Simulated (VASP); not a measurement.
# CoO (R-3m) in VASP: a series of runs

Aim: see how the results for CoO move with the level of theory and the settings. Levels: r2SCAN+U, PBE. Tasks: single point, vibrations by perturbation theory.

Everything below comes from runs of VASP 6.6.1. Logs are shortened: lines on timing, memory, paths and dates and some standing lists are left out, and cuts for length are marked.

## 1. The cell of the first run

Symmetry: R-3m, No. 166, trigonal system. The conventional cell has a = 3.011 Å, b = 3.011 Å, c = 7.320 Å, α = 90.00°, β = 90.00°, γ = 120.00°. Co (site symmetry -3m) has 6 O at 2.12 Å within 2.8 Å. O (site symmetry -3m) has 6 Co at 2.12 Å within 2.8 Å.

## 2. Single point, r2SCAN+U, collinear spin, ferromagnetic start

POSCAR

```
CoO
1.0
    1.5054695445      0.8691832468      2.4399269062
   -1.5054695445      0.8691832468      2.4399269062
    0.0000000000     -1.7383664936      2.4399269062
Co O
1 1
Direct
    0.0000000000      0.0000000000      0.0000000000
    0.5000000000      0.5000000000      0.5000000000
```

INCAR.step1

```
SYSTEM = CoO
PREC = Accurate
ENCUT = 520
ISMEAR = -1
SIGMA = 0.05
LREAL = .FALSE.
LASPH = .TRUE.
NELM = 150
ISPIN = 2
MAGMOM = 2 0
LMAXMIX = 4
LDAU = .TRUE.
LDAUTYPE = 2
LDAUL = 2 -1
LDAUU = 8 0
LDAUJ = 0 0
NBANDS = 18
GGA = PE
ALGO = Normal
EDIFF = 1E-4
LWAVE = .TRUE.
LCHARG = .FALSE.
```

INCAR.step2

```
SYSTEM = CoO
PREC = Accurate
ENCUT = 520
EDIFF = 1E-6
ISMEAR = -1
SIGMA = 0.05
LREAL = .FALSE.
LASPH = .TRUE.
NELM = 150
ALGO = Normal
ISIF = 2
LWAVE = .FALSE.
LCHARG = .FALSE.
ISPIN = 2
MAGMOM = 2 0
LORBIT = 11
LMAXMIX = 4
LDAU = .TRUE.
LDAUTYPE = 2
LDAUL = 2 -1
LDAUU = 8 0
LDAUJ = 0 0
LDAUPRINT = 1
METAGGA = R2SCAN
LMIXTAU = .TRUE.
NBANDS = 18
ISTART = 1
```

KPOINTS

```
regular mesh
0
G
  11 11 11
  0 0 0
```

Potentials or basis: VASP PAW PBE potentials, release 64 (Co, O).

The run is started by

```
$ cat potpaw_PBE.64/Co/POTCAR potpaw_PBE.64/O/POTCAR > POTCAR
$ cp INCAR.step1 INCAR
$ mpirun -np 1 vasp_std > vasp.out
$ cp INCAR.step2 INCAR
$ mpirun -np 1 vasp_std > vasp.out
```

OUTCAR:

```text
SYSTEM = CoO
   PREC = Accurate
   ENCUT = 520
   EDIFF = 1E-6
   ISMEAR = -1
   LREAL = .FALSE.
   LASPH = .TRUE.
   NELM = 150
   ISIF = 2
   ISPIN = 2
   LORBIT = 11
   METAGGA = R2SCAN
   ISTART = 1

 ion  position               nearest neighbor table
   1  0.000  0.000  0.000-   2 2.12   2 2.12   2 2.12   2 2.12   2 2.12   2 2.12
   2  0.500  0.500  0.500-   1 2.12   1 2.12   1 2.12   1 2.12   1 2.12   1 2.12

  LATTYP: Found a trigonal (rhomboedric) cell.
 ALAT       =     2.9958573687
 COS(alpha) =     0.4949531368

  Lattice vectors:

 A1 = (   1.5054695445,   0.8691832468,   2.4399269062)
 A2 = (  -1.5054695445,   0.8691832468,   2.4399269062)
 A3 = (   0.0000000000,  -1.7383664936,   2.4399269062)

Analysis of symmetry for initial positions (statically):
=====================================================================
 Subroutine PRICEL returns:
 Original cell was already a primitive cell.

 Routine SETGRP: Setting up the symmetry group for a
 trigonal (rhombohedral) supercell.

 Subroutine GETGRP returns: Found 12 space group operations
 (whereof 12 operations were pure point group operations)
 out of a pool of 12 trial point group operations.

The static configuration has the point symmetry D_3d.

Analysis of symmetry for dynamics (positions and initial velocities):
=====================================================================
 Subroutine PRICEL returns:
 Original cell was already a primitive cell.

 Routine SETGRP: Setting up the symmetry group for a
 trigonal (rhombohedral) supercell.

 Subroutine GETGRP returns: Found 12 space group operations
 (whereof 12 operations were pure point group operations)
 out of a pool of 12 trial point group operations.

The dynamic configuration has the point symmetry D_3d.

Analysis of structural, dynamic, and magnetic symmetry:
=====================================================================
 Subroutine PRICEL returns:
 Original cell was already a primitive cell.

 Routine SETGRP: Setting up the symmetry group for a
 trigonal (rhombohedral) supercell.

 Subroutine GETGRP returns: Found 12 space group operations
 (whereof 12 operations were pure point group operations)
 out of a pool of 12 trial point group operations.

The overall configuration has the point symmetry D_3d.

 Subroutine INISYM returns: Found 12 space group operations
 (whereof 12 operations are pure point group operations),
 and found     1 'primitive' translations

----------------------------------------------------------------------------------------

                                     Primitive cell

  volume of cell :      19.1563

  direct lattice vectors                    reciprocal lattice vectors
     1.505469544  0.869183247  2.439926906     0.332122295  0.191750896  0.136616114
    -1.505469544  0.869183247  2.439926906    -0.332122295  0.191750896  0.136616114
     0.000000000 -1.738366494  2.439926906     0.000000000 -0.383501793  0.136616114

  length of vectors
     2.995857369  2.995857369  2.995857369     0.407108816  0.407108816  0.407108816

  position of ions in fractional coordinates (direct lattice)
     0.000000000  0.000000000  0.000000000
     0.500000000  0.500000000  0.500000000

  ion indices of the primitive-cell ions
   primitive index   ion index
                 1           1
                 2           2

----------------------------------------------------------------------------------------

 KPOINTS: regular mesh

Automatic generation of k-mesh.
 Grid dimensions read from file:
 generate k-points for:   11   11   11

 Generating k-lattice:

  Cartesian coordinates                     Fractional coordinates (reciprocal lattice)
[... 63 lines left out ...]
   NSW    =      0    number of steps for IOM
   IBRION =     -1    ionic relax: 0-MD 1-quasi-New 2-CG
   NFREE  =      0    steps in history (QN), initial steepest desc. (CG)
   ISIF   =      2    stress and relaxation
   ISYM   =      2    0-nonsym 1-usesym 2-fastsym
   POTIM  = 0.5000    time-step for ionic-motion
   TEBEG  =    0.0;   TEEND  =   0.0 temperature during run
   PSTRESS=    0.0 pullay stress
   NELECT =      15.0000    total number of electrons
   NUPDOWN=      -1.0000    fix difference up-down
   EMIN   =  10.00;   EMAX   =-10.00  energy-range for DOS
   EFERMI =   0.00;   METHOD = LEGACY
   ISMEAR =    -1;   SIGMA  =   0.05  broadening in eV -4-tet -1-fermi 0-gaus
   EFERMI_NEDOS =   21; number of points for ismear=-14 and -15
   IALGO  =     38    algorithm
   IMIX   =      4    mixing-type and parameters
     AMIX     =   0.40;   BMIX     =  1.00
     AMIX_MAG =   1.60;   BMIX_MAG =  1.00
  volume/ion in A,a.u.               =       9.58        64.64
  Fermi-wavevector in a.u.,A,eV,Ry     =   1.508927  2.851458 30.978555  2.276860
  Thomas-Fermi vector in A             =   2.619316
   LORBIT       =     11    0 simple, 1 ext, 2 COOP (PROOUT), +10 PAW based schemes
 LDA+U is selected, type is set to LDAUTYPE =  2
   angular momentum for each species LDAUL =     2   -1
   U (eV)           for each species LDAUU =   8.0  0.0
   J (eV)           for each species LDAUJ =   0.0  0.0
   METAGGA = R2SCAN    functional components
   LHFCALC =     F    Hartree Fock is set to
   AEXX    =    0.0000 exact exchange contribution
   IVDW    =     0    specifies the selected vdW correction
   LEPSILON=     F    determine dielectric tensor
   LRPA    =     F    only Hartree local field effects (RPA)
 spin polarized calculation
  energy-cutoff  :      520.00
  volume of cell :       19.16
 maximum number of plane-waves:       532
   NGX = 11   NGY = 11   NGZ = 11

atom =   1  type =  1  l = 2

 onsite density matrix

spin component  1

  1.0034  0.0000 -0.0000 -0.0257  0.0000
  0.0000  1.0216 -0.0000 -0.0000 -0.0257
 -0.0000 -0.0000  0.9844  0.0000  0.0000
 -0.0257 -0.0000  0.0000  1.0216 -0.0000
  0.0000 -0.0257  0.0000 -0.0000  1.0034

spin component  2

  0.4833 -0.0000 -0.0000  0.1235 -0.0000
 -0.0000  0.1089  0.0000  0.0000  0.1235
 -0.0000  0.0000  0.9839 -0.0000  0.0000
  0.1235  0.0000 -0.0000  0.1089 -0.0000
 -0.0000  0.1235  0.0000 -0.0000  0.4833

 occupancies and eigenvectors

  o =  0.0718  v =  0.0000  0.0000  0.0000  0.0000  0.0000  0.2875 -0.0000 -0.0000 -0.9578  0.0000      0.0000  0.0000  0.0000  0.0000  0.0000  0.0000  0.0000  0.0000  0.0000  0.0000
  o =  0.0718  v =  0.0000  0.0000  0.0000  0.0000  0.0000 -0.0000 -0.9578 -0.0000  0.0000  0.2875      0.0000  0.0000  0.0000  0.0000  0.0000  0.0000  0.0000  0.0000  0.0000  0.0000
  o =  0.5203  v =  0.0000  0.0000  0.0000  0.0000  0.0000 -0.9578 -0.0000  0.0000 -0.2875 -0.0000      0.0000  0.0000  0.0000  0.0000  0.0000  0.0000  0.0000  0.0000  0.0000  0.0000
  o =  0.5203  v =  0.0000  0.0000  0.0000  0.0000  0.0000 -0.0000  0.2875 -0.0000 -0.0000  0.9578      0.0000  0.0000  0.0000  0.0000  0.0000  0.0000  0.0000  0.0000  0.0000  0.0000
  o =  0.9839  v =  0.0000  0.0000  0.0000  0.0000  0.0000  0.0000 -0.0000 -1.0000  0.0000 -0.0000      0.0000  0.0000  0.0000  0.0000  0.0000  0.0000  0.0000  0.0000  0.0000  0.0000
  o =  0.9844  v =  0.0000  0.0000 -1.0000  0.0000  0.0000  0.0000  0.0000  0.0000  0.0000  0.0000      0.0000  0.0000  0.0000  0.0000  0.0000  0.0000  0.0000  0.0000  0.0000  0.0000
  o =  0.9852  v = -0.8164  0.0000 -0.0000 -0.5775  0.0000  0.0000  0.0000  0.0000  0.0000  0.0000      0.0000  0.0000  0.0000  0.0000  0.0000  0.0000  0.0000  0.0000  0.0000  0.0000
  o =  0.9852  v =  0.0000  0.5775  0.0000  0.0000  0.8164  0.0000  0.0000  0.0000  0.0000  0.0000      0.0000  0.0000  0.0000  0.0000  0.0000  0.0000  0.0000  0.0000  0.0000  0.0000
  o =  1.0398  v = -0.5775 -0.0000  0.0000  0.8164 -0.0000  0.0000  0.0000  0.0000  0.0000  0.0000      0.0000  0.0000  0.0000  0.0000  0.0000  0.0000  0.0000  0.0000  0.0000  0.0000
  o =  1.0398  v =  0.0000 -0.8164  0.0000  0.0000  0.5775  0.0000  0.0000  0.0000  0.0000  0.0000      0.0000  0.0000  0.0000  0.0000  0.0000  0.0000  0.0000  0.0000  0.0000  0.0000

 number of electron      15.0000005 magnetization       3.0000000

 Free energy of the ion-electron system (eV)
  ---------------------------------------------------
  ext. energy  EPLUGINS =         0.00000000
  ---------------------------------------------------
  free energy    TOTEN  =       -18.06103195 eV

  energy without entropy =      -18.04981053  energy(sigma->0) =      -18.05542124

 E-fermi :   7.8281     XC(G=0): -13.1114

 val. band max:        7.8140563413   @ k =   0.4545   0.2727   0.2727
 cond. band min:       7.8322279094   @ k =  -0.4545   0.2727   0.2727
 fundamental gap:      0.0181715681
 Fermi energy:         7.8281244905

 spin component 1

 k-point     1 :       0.0000    0.0000    0.0000
  band No.  band energies     occupation
      1     -13.2107      1.00000
      2      -0.5306      1.00000
      3      -0.5306      1.00000
      4       0.1968      1.00000
      5       0.1968      1.00000
      6       0.9336      1.00000
[... 1001 lines left out ...]
     17      37.9496      0.00000
     18      40.2831      0.00000

 [... further k-points ...]

------------------------ aborting loop because EDIFF is reached ----------------------------------------

  FORCE on cell =-STRESS in cart. coord.  units (eV):
  Direction    XX          YY          ZZ          XY          YZ          ZX
  --------------------------------------------------------------------------------------
  -------------------------------------------------------------------------------------
  Total       -0.7228687     -0.7228687     -0.7812639      0.0000000     -0.0000000      0.0000000
  in kB      -60.4586757    -60.4586757    -65.3426793      0.0000000     -0.0000000      0.0000000
  external PRESSURE =     -62.0866769 kB  Pullay stress =       0.0000000 kB

 VOLUME and BASIS-vectors are now :
 -----------------------------------------------------------------------------
  energy-cutoff  :      520.00
  volume of cell :       19.16
      direct lattice vectors                 reciprocal lattice vectors
     1.505469544  0.869183247  2.439926906     0.332122295  0.191750896  0.136616114
    -1.505469544  0.869183247  2.439926906    -0.332122295  0.191750896  0.136616114
     0.000000000 -1.738366494  2.439926906     0.000000000 -0.383501793  0.136616114

 POSITION                                       TOTAL-FORCE (eV/Angst)
 -----------------------------------------------------------------------------------
      0.00000      0.00000      0.00000         0.000000     -0.000000      0.000000
      0.00000      0.00000      3.65989        -0.000000      0.000000     -0.000000
 -----------------------------------------------------------------------------------
    total drift:                               -0.000000      0.000000     -0.000000

  FREE ENERGIE OF THE ION-ELECTRON SYSTEM (eV)
  ---------------------------------------------------
  free  energy   TOTEN  =       -18.0610319488 eV

  energy  without entropy=      -18.0498105257  energy(sigma->0) =      -18.05542124

 total charge

# of ion       s       p       d       tot
------------------------------------------
    1        0.300   0.378   7.175   7.852
    2        1.555   3.502   0.000   5.057
--------------------------------------------------
tot          1.854   3.880   7.175  12.909

 magnetization (x)

# of ion       s       p       d       tot
------------------------------------------
    1        0.026   0.022   2.861   2.908
    2        0.013   0.136   0.000   0.149
--------------------------------------------------
tot          0.039   0.158   2.861   3.057
```

Wall time 4.4 min (1 thread of AMD EPYC 9R45 (Zen 5), shared host); peak memory 0.19 GiB.

Results:

| Quantity | Value |
| --- | --- |
| Free energy | -18.0610 eV |
| Pressure | -6.2 GPa |
| Band gap on the k mesh | zero (filled and empty bands overlap) |
| Net moment | 3.00 μB per cell |
| Site moments | Co +2.91; O +0.15 μB |
| Valence electrons inside the program's atomic spheres | Co 7.85; O 5.06 |

Stress tensor (GPa, compression positive):
```
-6.05  0.00  0.00
 0.00 -6.05  0.00
 0.00  0.00 -6.53
```

Levels at points of the mesh, in eV from the Fermi level:
Spin up:
```tsv
k point	band 7	band 8	band 9	band 10	band 11	band 12
(0.00, 0.00, 0.00)	-2.99	-2.99	-2.94	1.59	15.95	15.95
```
Spin down:
```csv
k point,band 2,band 3,band 4,band 5,band 6,band 7,band 8,band 9,band 10,band 11
"(0.00, 0.00, 0.00)",-5.39,-2.60,-2.60,-2.51,-0.96,-0.96,2.31,4.44,4.44,17.02
```

Eigenvalues of the final occupation matrices:
```tsv
site	spin	trace	eigenvalues
site 1 d	1	5.03	0.98 0.99 0.99 1.04 1.04
site 1 d	2	2.17	0.07 0.07 0.52 0.52 0.98
```

Caveat: the cell stands under tension; the PAW data sets were made with another functional, which shifts forces and pressure a little; a cell with one magnetic atom can't hold antiferromagnetic order, which such compounds often take.

(Continued in part 2 of 2.)
